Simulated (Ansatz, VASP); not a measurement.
## Two plane-wave programs on Co

```
CELL_PARAMETERS angstrom
2.49243 0.00000 0.00000
-1.24622 2.15851 0.00000
0.00000 0.00000 4.05438
ATOMIC_POSITIONS crystal
Co 0.33333 0.66667 0.25000
Co 0.66667 0.33333 0.75000
```

Change from the starting cell: volume scaled by 1.025, PAW files.

Alike in both runs: task electric field gradients; functional LDA; k mesh 17 × 17 × 9; occupations fermi-dirac, width 0.03 eV; collinear spin.

```csv
,VASP,Ansatz
version,VASP 6.6.1,Ansatz 0.2.0
potentials or method,"VASP PAW LDA potentials, release 64 (Co)","PAW with Ansatz's default frozen-core files, scalar-relativistic"
plane-wave cutoff (eV),520,420
valence electrons in the cell,18,34
```

|  | VASP | Ansatz | Ansatz less VASP |
| --- | --- | --- | --- |
| pressure (GPa) | -19.6 | -18.9 | +0.74 |
| traceless stress, the component that is largest in VASP (GPa) | -1.66 | -1.73 | -0.072 |
| net moment per atom (μB) | 1.56 | 1.59 | +0.027 |
| size of the moment on the site where the two differ most (μB) | 1.57 | 1.64 | +0.074 |
| size of Vzz on the site where it differs most (V/Å²) | 1.9 | 1.0 | -0.90 |

LDA's correlation is that of Perdew and Zunger in VASP and of Perdew and Wang (1992) in Ansatz. Site moments also hang on the region over which each program counts them. VASP's potentials hold 18 valence electrons a cell and Ansatz's 34, so a difference there can come from the potentials and not from the codes.
